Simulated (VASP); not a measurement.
# PbS (Fm-3m) in VASP: notebook, part 2 of 2

VASP 6.6.1.

### Step 3. Single point, PBE-based screened hybrid with 10 % exact exchange

File POSCAR:

```
PbS
1.0
    0.0000000000      2.9650006778      2.9650006778
    2.9650006778      0.0000000000      2.9650006778
    2.9650006778      2.9650006778      0.0000000000
Pb S
1 1
Direct
    0.5000000000      0.5000000000      0.5000000000
    0.0000000000      0.0000000000      0.0000000000
```

File INCAR.step1:

```
PREC = Accurate
ENCUT = 520
EDIFF = 1E-5
ISMEAR = 0
SIGMA = 0.05
LREAL = F
LASPH = T
NELM = 80
ALGO = Normal
ISIF = 2
LWAVE = T
LCHARG = F
NBANDS = 17
GGA = PE
```

File INCAR.step2:

```
PREC = Accurate
ENCUT = 520
EDIFF = 1E-6
ISMEAR = 0
SIGMA = 0.05
LREAL = F
LASPH = T
NELM = 80
ALGO = Normal
ISIF = 2
LWAVE = F
LCHARG = F
GGA = PE
LHFCALC = T
AEXX = 0.1
HFSCREEN = 0.20787
PRECFOCK = Normal
NBANDS = 17
ISTART = 1
```

File KPOINTS:

```
regular mesh
0
Gamma
  4 4 4
```

Potentials or basis: VASP PAW PBE potentials, release 64 (Pb_d, S).

Started as:

```sh
cat potpaw_PBE.64/Pb_d/POTCAR potpaw_PBE.64/S/POTCAR > POTCAR
cp INCAR.step1 INCAR
mpirun -np 1 vasp_std > vasp.out
cp INCAR.step2 INCAR
mpirun -np 1 vasp_std > vasp.out
```

OUTCAR:

```text
PREC = Accurate
   ENCUT = 520
   EDIFF = 1E-6
   ISMEAR = 0
   LREAL = F
   LASPH = T
   NELM = 80
   ISIF = 2
   GGA = PE
   LHFCALC = T
   AEXX = 0.1
   HFSCREEN = 0.20787
   PRECFOCK = Normal
   ISTART = 1

 ion  position               nearest neighbor table
   1  0.500  0.500  0.500-   2 2.97   2 2.97   2 2.97   2 2.97   2 2.97   2 2.97
   2  0.000  0.000  0.000-   1 2.97   1 2.97   1 2.97   1 2.97   1 2.97   1 2.97

  LATTYP: Found a face centered cubic cell.
 ALAT       =     5.9300013556

  Lattice vectors:

 A1 = (   0.0000000000,   2.9650006778,   2.9650006778)
 A2 = (   2.9650006778,   0.0000000000,   2.9650006778)
 A3 = (   2.9650006778,   2.9650006778,   0.0000000000)

Analysis of symmetry for initial positions (statically):
=====================================================================
 Subroutine PRICEL returns:
 Original cell was already a primitive cell.

 Routine SETGRP: Setting up the symmetry group for a
 face centered cubic supercell.

 Subroutine GETGRP returns: Found 48 space group operations
 (whereof 48 operations were pure point group operations)
 out of a pool of 48 trial point group operations.

The static configuration has the point symmetry O_h .

Analysis of symmetry for dynamics (positions and initial velocities):
=====================================================================
 Subroutine PRICEL returns:
 Original cell was already a primitive cell.

 Routine SETGRP: Setting up the symmetry group for a
 face centered cubic supercell.

 Subroutine GETGRP returns: Found 48 space group operations
 (whereof 48 operations were pure point group operations)
 out of a pool of 48 trial point group operations.

The dynamic configuration has the point symmetry O_h .

 Subroutine INISYM returns: Found 48 space group operations
 (whereof 48 operations are pure point group operations),
 and found     1 'primitive' translations
[... 101 lines left out ...]
  Thomas-Fermi vector in A             =   2.325657
   LORBIT       =      0    0 simple, 1 ext, 2 COOP (PROOUT), +10 PAW based schemes
   GGA     = PE    functional components
   LHFCALC =     T    Hartree Fock is set to
   PRECFOCK=normal    Normal, Fast or Accurate (Low or Medium for compatibility)
   ENCUT4O =  -1.0   cutoff for four orbital integrals eV
   NKREDX  =     1    reduce k-point grid by
   NKREDY  =     1    reduce k-point grid by
   NKREDZ  =     1    reduce k-point grid by
   AEXX    =    0.1000 exact exchange contribution
   HFSCREEN=    0.2079 screening length (either q_TF or 0.3 A-1)
   HFSCREENC=   0.2079 screening length for correlation (either q_TF or 0.3 A-1)
   ENCUTFOCK=  -1.0 apply spherical cutoff to Coloumb kernel
   IVDW    =     0    specifies the selected vdW correction
   LEPSILON=     F    determine dielectric tensor
   LRPA    =     F    only Hartree local field effects (RPA)
 non-spin polarized calculation
 Gauss-broadening in eV      SIGMA  =   0.05
  energy-cutoff  :      520.00
  volume of cell :       52.13
 maximum number of plane-waves:      1424
  NGX = 24; NGY = 24; NGZ = 24

 number of electron      19.9999998 magnetization

 Free energy of the ion-electron system (eV)
  ---------------------------------------------------
  ext. energy  EPLUGINS =         0.00000000
  ---------------------------------------------------
  free energy    TOTEN  =        -9.38849065 eV

  energy without entropy =       -9.38849065  energy(sigma->0) =       -9.38849065

 E-fermi :   6.0362     XC(G=0):  -9.0320

 val. band max:        5.7234553068   @ k =   0.5000   0.0000   0.0000
 cond. band min:       6.2506357563   @ k =   0.5000   0.0000   0.0000
 fundamental gap:      0.5271804495
 Fermi energy:         6.0361739348

 k-point     1 :       0.0000    0.0000    0.0000
  band No.  band energies     occupation
      1     -11.8103      2.00000
      2     -11.8103      2.00000
      3     -11.8103      2.00000
      4     -11.7991      2.00000
      5     -11.7991      2.00000
      6      -8.5060      2.00000
[... 137 lines left out ...]
      4     -11.7940      2.00000
      5     -11.7493      2.00000
      6      -6.7399      2.00000
[... 9 lines left out ...]
     16      18.1361      0.00000
     17      18.4123      0.00000

------------------------ aborting loop because EDIFF is reached ----------------------------------------

  FORCE on cell =-STRESS in cart. coord.  units (eV):
  Direction    XX          YY          ZZ          XY          YZ          ZX
  --------------------------------------------------------------------------------------
  -------------------------------------------------------------------------------------
  Total        0.5814945      0.5814945      0.5814945      0.0000000     -0.0000000      0.0000000
  in kB       17.8711224     17.8711224     17.8711224      0.0000000     -0.0000000      0.0000000
  external PRESSURE =      17.8711224 kB  Pullay stress =       0.0000000 kB

 VOLUME and BASIS-vectors are now :
 -----------------------------------------------------------------------------
  energy-cutoff  :      520.00
  volume of cell :       52.13
      direct lattice vectors                 reciprocal lattice vectors
     0.000000000  2.965000678  2.965000678    -0.168634026  0.168634026  0.168634026
     2.965000678  0.000000000  2.965000678     0.168634026 -0.168634026  0.168634026
     2.965000678  2.965000678  0.000000000     0.168634026  0.168634026 -0.168634026

 POSITION                                       TOTAL-FORCE (eV/Angst)
 -----------------------------------------------------------------------------------
      2.96500      2.96500      2.96500        -0.000000     -0.000000     -0.000000
      0.00000      0.00000      0.00000         0.000000      0.000000      0.000000
 -----------------------------------------------------------------------------------
    total drift:                               -0.000000      0.000001      0.000001

  FREE ENERGIE OF THE ION-ELECTRON SYSTEM (eV)
  ---------------------------------------------------
  free  energy   TOTEN  =        -9.3884906462 eV

  energy  without entropy=       -9.3884906462  energy(sigma->0) =       -9.38849065
```

OSZICAR.step1:

```text
N       E                     dE             d eps       ncg     rms          rms(c)
DAV:   1     0.151014680061E+03    0.15101E+03   -0.95681E+03   272   0.126E+03
DAV:   2     0.252387393677E+01   -0.14849E+03   -0.14285E+03   280   0.297E+02
DAV:   3    -0.893798255088E+01   -0.11462E+02   -0.11391E+02   354   0.880E+01
DAV:   4    -0.921606673870E+01   -0.27808E+00   -0.27777E+00   318   0.148E+01
DAV:   5    -0.922467092440E+01   -0.86042E-02   -0.86037E-02   405   0.272E+00    0.457E+00
DAV:   6    -0.873823886892E+01    0.48643E+00   -0.14364E+00   429   0.796E+00    0.330E+00
DAV:   7    -0.873827721820E+01   -0.38349E-04   -0.13329E-01   324   0.183E+00    0.187E+00
DAV:   8    -0.874151919962E+01   -0.32420E-02   -0.14420E-02   324   0.131E+00    0.209E-01
DAV:   9    -0.874124645447E+01    0.27275E-03   -0.26435E-03   422   0.440E-01    0.879E-02
DAV:  10    -0.874141722833E+01   -0.17077E-03   -0.31868E-04   315   0.107E-01    0.453E-02
DAV:  11    -0.874142633750E+01   -0.91092E-05   -0.51510E-05   332   0.774E-02
   1 F= -.87414263E+01 E0= -.87414263E+01  d E =-.782392E-08
```

Wall time 8.9 min (1 thread of Intel Xeon 8259CL, shared host); peak memory 0.29 GiB.

Results:

- Free energy: -9.3885 eV
- Pressure: 1.8 GPa
- Band gap on the k mesh: 0.53 eV

Levels at points of the mesh, in eV from the valence-band top:
```tsv
k point	band 7	band 8	band 9	band 10	band 11	band 12	band 13	band 14
(0.00, 0.00, 0.00)	-6.19	-2.33	-2.33	-2.33	5.54	5.54	5.54	7.00
(0.50, 0.00, 0.00)	-9.19	-1.93	-1.93	0.00	0.53	2.16	2.16	8.98
(0.50, 0.50, 0.00)	-7.41	-5.48	-3.65	-3.65	4.05	5.93	6.04	6.04
```

Caveat: the k points lie up to 0.46 Å⁻¹ apart; the PAW data sets were made with another functional, which shifts forces and pressure a little; spin-orbit coupling is left out, which moves the levels of the heavy elements.
